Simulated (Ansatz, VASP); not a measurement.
Two plane-wave programs on In7CoSb8

File INCAR:

```
SYSTEM = In7CoSb8
PREC = Accurate
ENCUT = 520
EDIFF = 1E-7
ISMEAR = 0
SIGMA = 0.05
LREAL = Auto
LASPH = .True.
NELM = 150
ALGO = Normal
ISIF = 2
LWAVE = .False.
LCHARG = .False.
ISPIN = 2
MAGMOM = 2.55 0 0 0 0 0 0 0 -0.01 -0.01 -0.01 0 -0.01 0 0 0
LORBIT = 11
LMAXMIX = 4
LDAU = .True.
LDAUTYPE = 2
LDAUL = 2 -1 -1
LDAUU = 4 0 0
LDAUJ = 0 0 0
LDAUPRINT = 1
GGA = PS
NBANDS = 88
```

The input KPOINTS:

```
regular mesh
0
Gamma
  2 2 2
  0 0 0
```

POSCAR

```
In7CoSb8
1.0
    0.0000000000      6.4782000000      6.4782000000
    6.4782000000      0.0000000000      6.4782000000
    6.4782000000      6.4782000000      0.0000000000
Co In Sb
1 7 8
Direct
    1.0000000000      0.0000000000      1.0000000000
    0.0041435421      0.0041435421      0.4958564579
    0.0041435421      0.4958564579      0.0041435421
    0.0041435421      0.4958564579      0.4958564579
    0.4958564579      0.0041435421      0.0041435421
    0.4958564579      0.0041435421      0.4958564579
    0.4958564579      0.4958564579      0.0041435421
    0.5000000000      0.5000000000      0.5000000000
    0.1174515371      0.1174515371      0.1174515371
    0.1174515371      0.1174515371      0.6476453887
    0.1174515371      0.6476453887      0.1174515371
    0.1230022386      0.6256659205      0.6256659205
    0.6476453887      0.1174515371      0.1174515371
    0.6256659205      0.1230022386      0.6256659205
    0.6256659205      0.6256659205      0.1230022386
    0.6256659205      0.6256659205      0.6256659205
```

Input for Ansatz:

```yaml
crystal:
  lattice:
    - [0.0, 6.4782, 6.4782]
    - [6.4782, 0.0, 6.4782]
    - [6.4782, 6.4782, 0.0]
  atoms:
    - { symbol: Co, position: [1.0, 0.0, 1.0], spin: 4.0 }
    - { symbol: In, position: [0.0041435421, 0.0041435421, 0.4958564579] }
    - { symbol: In, position: [0.0041435421, 0.4958564579, 0.0041435421] }
    - { symbol: In, position: [0.0041435421, 0.4958564579, 0.4958564579] }
    - { symbol: In, position: [0.4958564579, 0.0041435421, 0.0041435421] }
    - { symbol: In, position: [0.4958564579, 0.0041435421, 0.4958564579] }
    - { symbol: In, position: [0.4958564579, 0.4958564579, 0.0041435421] }
    - { symbol: In, position: [0.5, 0.5, 0.5] }
    - { symbol: Sb, position: [0.1174515371, 0.1174515371, 0.1174515371] }
    - { symbol: Sb, position: [0.1174515371, 0.1174515371, 0.6476453887] }
    - { symbol: Sb, position: [0.1174515371, 0.6476453887, 0.1174515371] }
    - { symbol: Sb, position: [0.1230022386, 0.6256659205, 0.6256659205] }
    - { symbol: Sb, position: [0.6476453887, 0.1174515371, 0.1174515371] }
    - { symbol: Sb, position: [0.6256659205, 0.1230022386, 0.6256659205] }
    - { symbol: Sb, position: [0.6256659205, 0.6256659205, 0.1230022386] }
    - { symbol: Sb, position: [0.6256659205, 0.6256659205, 0.6256659205] }
basis:
  ecutwfc: 420
  ecutrho_ratio: 4
kpoints:
  mp_grid: { grid: [2, 2, 2] }
hamiltonian:
  xc: pbesol
  hubbard:
    sites:
      - { site: 0, l: d, u_eff: 4.0, starting_ns: [{ spin: up, occupation_matrix: s0up }, { spin: down, occupation_matrix: s0down }] }
    occupation_matrices:
      s0up:
        matrix:
          - [0.97, 0.0, 0.0, 0.0, 0.0]
          - [0.0, 0.97, 0.0, 0.0, 0.0]
          - [0.0, 0.0, 0.97, 0.0, 0.0]
          - [0.0, 0.0, 0.0, 0.97, 0.0]
          - [0.0, 0.0, 0.0, 0.0, 0.97]
      s0down:
        matrix:
          - [0.02, 0.0, 0.0, 0.0, 0.0]
          - [0.0, 0.02, 0.0, 0.0, 0.0]
          - [0.0, 0.0, 0.02, 0.0, 0.0]
          - [0.0, 0.0, 0.0, 0.97, 0.0]
          - [0.0, 0.0, 0.0, 0.0, 0.02]
    ns_hold: { iters: 12 }
scf:
  occupations: { method: gaussian, width: 0.05 }
  lower_state_search: "off"
  max_iter: 150
output:
  forces: true
  stress: true
  eigenvalues: true
  populations: true
  hubbard: { sites: [{ site: 0, l: d }] }
magnetization:
  spin_polarized: true
```

Alike in both runs: task single point; functional PBEsol; k mesh 2 × 2 × 2; occupations gaussian, width 0.05 eV; collinear spin; Hubbard terms Co d U = 4.0 eV.

|  | VASP | Ansatz |
| --- | --- | --- |
| version | VASP 6.6.1 | Ansatz 0.2.0 |
| potentials or method | VASP PAW PBE potentials, release 64 (Co, In_d, Sb), cutoff 520 eV | scalar-relativistic, plane waves, PAW |
| valence electrons in the cell | 140 | 228 |

Ansatz gave:

```
gap on the k mesh at the Fermi level (eV)                     : none
pressure (GPa)                                                : -0.7
rms of the force components (eV/Å)                            : 0.009
net moment per atom (μB)                                      : 0.15
size of the moment on the site where the two differ most (μB) : 2.32
```

Question: What did VASP give for the same quantities?

Answer: gap on the k mesh at the Fermi level (eV): none; pressure (GPa): -0.7; rms of the force components (eV/Å): 0.005; net moment per atom (μB): 0.15; size of the moment on the site where the two differ most (μB): 2.37.

VASP's potentials were made for PBE, not for PBEsol. Site moments also hang on the region over which each program counts them. The programs project onto different local orbitals, so the same U acts differently, and such runs can settle in different states. Atom by atom the forces differ by 0.004 eV/Å (rms over components). A gap of «none» marks a metal or a gap that the smearing closes. VASP's potentials hold 140 valence electrons a cell and Ansatz's 228, so a difference there can come from the potentials and not from the codes. Ansatz's warnings: filled band counts differ across k points, specified occupation not kept, symmetry narrowed by occupation matrices.

The k mesh is coarse, so the values compare programs but aren't converged. Neither program's run includes spin-orbit coupling.
